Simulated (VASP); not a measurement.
# CsPbBr3 (P4/mmm) in VASP: single point with PBE

Aim: the single point of CsPbBr3 with PBE.

All numbers are computed with VASP 6.6.1; they aren't measurements. Logs are shortened: lines on timing, memory, paths and dates and some standing lists are left out, and cuts for length are marked.

## Step 1: The cell of the first run

Symmetry: P4/mmm, No. 123, tetragonal system. The conventional cell has a = 6.163 Å, b = 6.163 Å, c = 5.870 Å, α = 90.00°, β = 90.00°, γ = 90.00°. Within 5.6 Å of Cs (site symmetry 4/mmm) lie 12 Br at 4.26 to 4.36 Å and 8 Pb at 5.25 Å. Within 3.9 Å of Pb (site symmetry 4/mmm) lie 6 Br at 2.94 to 3.08 Å. Br (site symmetry mmm) has 2 Pb at 3.08 Å within 4.1 Å. Within 3.9 Å of Br (site symmetry 4/mmm) lie 2 Pb at 2.94 Å.

## Step 2: Single point, PBE (strain +0.050 along x and y, +0.000 along z)

INCAR

```
SYSTEM = CsPbBr3
  ALGO = Normal
  EDIFF = 1E-7
  ENCUT = 520
  GGA = PE
  ISIF = 2
  ISMEAR = 0
  LASPH = .TRUE.
  LCHARG = .FALSE.
  LREAL = .FALSE.
  LWAVE = .FALSE.
  NBANDS = 30
  NELM = 80
  PREC = Accurate
  SIGMA = 0.05
```

KPOINTS

```
k-points
0
G
  6 6 6
  0 0 0
```

POSCAR

```
CsPbBr3
1.0
    6.1635000000      0.0000000000      0.0000000000
    0.0000000000      6.1635000000      0.0000000000
    0.0000000000      0.0000000000      5.8700000000
Cs Pb Br
1 1 3
Direct
    0.0000000000      0.0000000000      0.0000000000
    0.5000000000      0.5000000000      0.5000000000
    0.0000000000      0.5000000000      0.5000000000
    0.5000000000      0.0000000000      0.5000000000
    0.5000000000      0.5000000000      0.0000000000
```

Potentials or basis: VASP PAW PBE potentials, release 64 (Cs_sv, Pb_d, Br).

On the command line:

```console
cat potpaw_PBE.64/Cs_sv/POTCAR potpaw_PBE.64/Pb_d/POTCAR potpaw_PBE.64/Br/POTCAR > POTCAR
mpirun -np 1 vasp_std > vasp.out
```

OUTCAR:

```text
SYSTEM = CsPbBr3
   EDIFF = 1E-7
   ENCUT = 520
   GGA = PE
   ISIF = 2
   ISMEAR = 0
   LASPH = .TRUE.
   LREAL = .FALSE.
   NELM = 80
   PREC = Accurate

 ion  position               nearest neighbor table
   1  0.000  0.000  0.000-
   2  0.500  0.500  0.500-   5 2.94   5 2.94   3 3.08   4 3.08   4 3.08   3 3.08
   3  0.000  0.500  0.500-   2 3.08   2 3.08
   4  0.500  0.000  0.500-   2 3.08   2 3.08
   5  0.500  0.500  0.000-   2 2.94   2 2.94

  LATTYP: Found a simple tetragonal cell.
 ALAT       =     6.1635000000
 C/A-ratio  =     0.9523809524

  Lattice vectors:

 A1 = (   6.1635000000,   0.0000000000,   0.0000000000)
 A2 = (   0.0000000000,   6.1635000000,   0.0000000000)
 A3 = (   0.0000000000,   0.0000000000,   5.8700000000)

Analysis of symmetry for initial positions (statically):
=====================================================================
 Subroutine PRICEL returns:
 Original cell was already a primitive cell.

 Routine SETGRP: Setting up the symmetry group for a
 simple tetragonal supercell.

 Subroutine GETGRP returns: Found 16 space group operations
 (whereof 16 operations were pure point group operations)
 out of a pool of 16 trial point group operations.

The static configuration has the point symmetry D_4h.

Analysis of symmetry for dynamics (positions and initial velocities):
=====================================================================
 Subroutine PRICEL returns:
 Original cell was already a primitive cell.

 Routine SETGRP: Setting up the symmetry group for a
 simple tetragonal supercell.

 Subroutine GETGRP returns: Found 16 space group operations
 (whereof 16 operations were pure point group operations)
 out of a pool of 16 trial point group operations.

The dynamic configuration has the point symmetry D_4h.

 Subroutine INISYM returns: Found 16 space group operations
 (whereof 16 operations are pure point group operations),
 and found     1 'primitive' translations

----------------------------------------------------------------------------------------

                                     Primitive cell

  volume of cell :     222.9939

  direct lattice vectors                    reciprocal lattice vectors
     6.163500000  0.000000000  0.000000000     0.162245477  0.000000000  0.000000000
     0.000000000  6.163500000  0.000000000     0.000000000  0.162245477  0.000000000
     0.000000000  0.000000000  5.870000000     0.000000000  0.000000000  0.170357751

  length of vectors
     6.163500000  6.163500000  5.870000000     0.162245477  0.162245477  0.170357751

  position of ions in fractional coordinates (direct lattice)
     0.000000000  0.000000000  0.000000000
     0.500000000  0.500000000  0.500000000
     0.000000000  0.500000000  0.500000000
     0.500000000  0.000000000  0.500000000
     0.500000000  0.500000000  0.000000000

  ion indices of the primitive-cell ions
   primitive index   ion index
                 1           1
                 2           2
                 3           3
                 4           4
                 5           5

----------------------------------------------------------------------------------------

 KPOINTS: k-points

Automatic generation of k-mesh.
 Grid dimensions read from file:
 generate k-points for:    6    6    6

 Generating k-lattice:

  Cartesian coordinates                     Fractional coordinates (reciprocal lattice)
     0.027040913  0.000000000  0.000000000     0.166666667  0.000000000  0.000000000
     0.000000000  0.027040913  0.000000000     0.000000000  0.166666667  0.000000000
     0.000000000  0.000000000  0.028392959     0.000000000  0.000000000  0.166666667

  Length of vectors
     0.027040913  0.027040913  0.028392959

  Shift w.r.t. Gamma in fractional coordinates (k-lattice)
     0.000000000  0.000000000  0.000000000

 Subroutine IBZKPT returns following result:
 ===========================================

 Found     40 irreducible k-points:

 Following reciprocal coordinates:
            Coordinates               Weight
  0.000000  0.000000  0.000000      1.000000
  0.166667  0.000000  0.000000      4.000000
  0.333333  0.000000  0.000000      4.000000
  0.500000  0.000000  0.000000      2.000000
  0.166667  0.166667  0.000000      4.000000
  0.333333  0.166667  0.000000      8.000000
[... 16 lines left out ...]
  0.333333  0.000000  0.333333      8.000000
  0.500000  0.000000  0.333333      4.000000
 [... further k-points ...]
   k-points           NKPTS =     40   k-points in BZ     NKDIM =     40   number of bands    NBANDS=     30
   number of dos      NEDOS =    301   number of ions     NIONS =      5
   total plane-waves  NPLWV = 110592
   dimension x,y,z NGX =    48 NGY =   48 NGZ =   48
   dimension x,y,z NGXF=    96 NGYF=   96 NGZF=   96
   ions per type =               1   1   3
   NGX,Y,Z   is equivalent  to a cutoff of  12.95, 12.95, 13.59 a.u.
   NGXF,Y,Z  is equivalent  to a cutoff of  25.89, 25.89, 27.19 a.u.
 SYSTEM =  CsPbBr3
   PREC   = accura    normal or accurate (medium, high low for compatibility)
   ISTART =      0    job   : 0-new  1-cont  2-samecut
   ICHARG =      2    charge: 1-file 2-atom 10-const
   ISPIN  =      1    spin polarized calculation?
   LNONCOLLINEAR =      F non collinear calculations
   LSORBIT =      F    spin-orbit coupling
   LASPH  =      T    aspherical Exc in radial PAW
   ENCUT  =  520.0 eV  38.22 Ry    6.18 a.u.  11.46 11.46 10.91*2*pi/ulx,y,z
   NELM   =     80;   NELMIN=  2; NELMDL= -5     # of ELM steps
   EDIFF  = 0.1E-06   stopping-criterion for ELM
   LREAL  =      F    real-space projection
   EDIFFG = 0.1E-05   stopping-criterion for IOM
   NSW    =      0    number of steps for IOM
   IBRION =     -1    ionic relax: 0-MD 1-quasi-New 2-CG
   NFREE  =      0    steps in history (QN), initial steepest desc. (CG)
   ISIF   =      2    stress and relaxation
   ISYM   =      2    0-nonsym 1-usesym 2-fastsym
   POTIM  = 0.5000    time-step for ionic-motion
   TEBEG  =    0.0;   TEEND  =   0.0 temperature during run
   PSTRESS=    0.0 pullay stress
   NELECT =      44.0000    total number of electrons
   NUPDOWN=      -1.0000    fix difference up-down
   EMIN   =  10.00;   EMAX   =-10.00  energy-range for DOS
   EFERMI =   0.00;   METHOD = LEGACY
   ISMEAR =     0;   SIGMA  =   0.05  broadening in eV -4-tet -1-fermi 0-gaus
   EFERMI_NEDOS =   21; number of points for ismear=-14 and -15
   IALGO  =     38    algorithm
   IMIX   =      4    mixing-type and parameters
     AMIX     =   0.40;   BMIX     =  1.00
     AMIX_MAG =   1.60;   BMIX_MAG =  1.00
  volume/ion in A,a.u.               =      44.60       300.97
  Fermi-wavevector in a.u.,A,eV,Ry     =   0.953077  1.801055 12.358936  0.908356
  Thomas-Fermi vector in A             =   2.081699
   LORBIT       =      0    0 simple, 1 ext, 2 COOP (PROOUT), +10 PAW based schemes
   GGA     = PE    functional components
   LHFCALC =     F    Hartree Fock is set to
   AEXX    =    0.0000 exact exchange contribution
   IVDW    =     0    specifies the selected vdW correction
   LEPSILON=     F    determine dielectric tensor
   LRPA    =     F    only Hartree local field effects (RPA)
 non-spin polarized calculation
 Gauss-broadening in eV      SIGMA  =   0.05
  energy-cutoff  :      520.00
  volume of cell :      222.99
 maximum number of plane-waves:      6036
 NGX is ok and might be reduce to    48
   NGX = 23   NGY = 23   NGZ = 21

 number of electron      44.0000008 magnetization

 Free energy of the ion-electron system (eV)
  ---------------------------------------------------
  ext. energy  EPLUGINS =         0.00000000
  ---------------------------------------------------
  free energy    TOTEN  =       -15.84933299 eV

  energy without entropy =      -15.84933299  energy(sigma->0) =      -15.84933299

 E-fermi :   0.5324     XC(G=0):  -7.2391

 val. band max:        0.2806103377   @ k =   0.5000   0.5000   0.5000
 cond. band min:       2.0421953517   @ k =   0.5000   0.5000   0.5000
 fundamental gap:      1.7615850140
 Fermi energy:         0.5324337516

 k-point     1 :       0.0000    0.0000    0.0000
  band No.  band energies     occupation
      1     -20.8505      2.00000
      2     -16.3157      2.00000
      3     -16.2786      2.00000
      4     -16.2130      2.00000
      5     -16.1978      2.00000
      6     -16.1978      2.00000
[... 22 lines left out ...]
     29       5.7630      0.00000
     30       5.7630      0.00000

 k-point     2 :       0.1667    0.0000    0.0000
  band No.  band energies     occupation
      1     -20.8504      2.00000
      2     -16.3144      2.00000
      3     -16.2734      2.00000
      4     -16.2131      2.00000
      5     -16.1979      2.00000
      6     -16.1978      2.00000
[... 22 lines left out ...]
     29       5.8270      0.00000
     30       5.9465      0.00000

 k-point     3 :       0.3333    0.0000    0.0000
  band No.  band energies     occupation
      1     -20.8501      2.00000
      2     -16.3126      2.00000
      3     -16.2619      2.00000
      4     -16.2133      2.00000
      5     -16.1981      2.00000
      6     -16.1978      2.00000
[... 22 lines left out ...]
     29       5.9953      0.00000
     30       6.4231      0.00000

 k-point     4 :       0.5000    0.0000    0.0000
  band No.  band energies     occupation
      1     -20.8500      2.00000
      2     -16.3120      2.00000
      3     -16.2559      2.00000
      4     -16.2134      2.00000
      5     -16.1982      2.00000
      6     -16.1978      2.00000
[... 616 lines left out ...]
     29       6.0327      0.00000
     30       6.5430      0.00000

 k-point    23 :       0.3333    0.0000    0.3333
  band No.  band energies     occupation
      1     -20.8495      2.00000
      2     -16.2729      2.00000
      3     -16.2550      2.00000
      4     -16.2133      2.00000
      5     -16.1988      2.00000
      6     -16.1985      2.00000
[... 22 lines left out ...]
     29       6.3365      0.00000
     30       6.5410      0.00000

 k-point    24 :       0.5000    0.0000    0.3333
  band No.  band energies     occupation
      1     -20.8494      2.00000
      2     -16.2727      2.00000
      3     -16.2483      2.00000
      4     -16.2134      2.00000
      5     -16.1989      2.00000
      6     -16.1985      2.00000
[... 22 lines left out ...]
     29       6.4987      0.00000
     30       6.5934      0.00000

 [... further k-points ...]

------------------------ aborting loop because EDIFF is reached ----------------------------------------

  FORCE on cell =-STRESS in cart. coord.  units (eV):
  Direction    XX          YY          ZZ          XY          YZ          ZX
  --------------------------------------------------------------------------------------
  -------------------------------------------------------------------------------------
  Total       -1.3836052     -1.3836052      0.9422872      0.0000000     -0.0000000      0.0000000
  in kB       -9.9409950     -9.9409950      6.7701915      0.0000000     -0.0000000      0.0000000
  external PRESSURE =      -4.3705995 kB  Pullay stress =       0.0000000 kB

 VOLUME and BASIS-vectors are now :
 -----------------------------------------------------------------------------
  energy-cutoff  :      520.00
  volume of cell :      222.99
      direct lattice vectors                 reciprocal lattice vectors
     6.163500000  0.000000000  0.000000000     0.162245477  0.000000000  0.000000000
     0.000000000  6.163500000  0.000000000     0.000000000  0.162245477  0.000000000
     0.000000000  0.000000000  5.870000000     0.000000000  0.000000000  0.170357751

 POSITION                                       TOTAL-FORCE (eV/Angst)
 -----------------------------------------------------------------------------------
      0.00000      0.00000      0.00000         0.000000      0.000000      0.000000
      3.08175      3.08175      2.93500         0.000000      0.000000      0.000000
      0.00000      3.08175      2.93500         0.000000      0.000000      0.000000
      3.08175      0.00000      2.93500         0.000000      0.000000      0.000000
      3.08175      3.08175      0.00000         0.000000      0.000000      0.000000
 -----------------------------------------------------------------------------------
    total drift:                                0.000000     -0.000000     -0.000000

  FREE ENERGIE OF THE ION-ELECTRON SYSTEM (eV)
  ---------------------------------------------------
  free  energy   TOTEN  =       -15.8493329887 eV

  energy  without entropy=      -15.8493329887  energy(sigma->0) =      -15.84933299
```

It took 3.3 min on 1 thread of Intel Xeon Platinum 8488C (Sapphire Rapids), shared host; peak memory 0.49 GiB.

Results:

| Property | Result |
| --- | --- |
| Free energy | -15.8493 eV |
| Pressure | -0.4 GPa |
| Band gap on the k mesh | 1.76 eV, direct |

Stress tensor (GPa, compression positive):
```
-0.99  0.00  0.00
 0.00 -0.99  0.00
 0.00  0.00  0.68
```

Caveat: the cell differs from its parent crystal (strain +0.050 along x and y, +0.000 along z); spin-orbit coupling is left out, which moves the levels of the heavy elements.
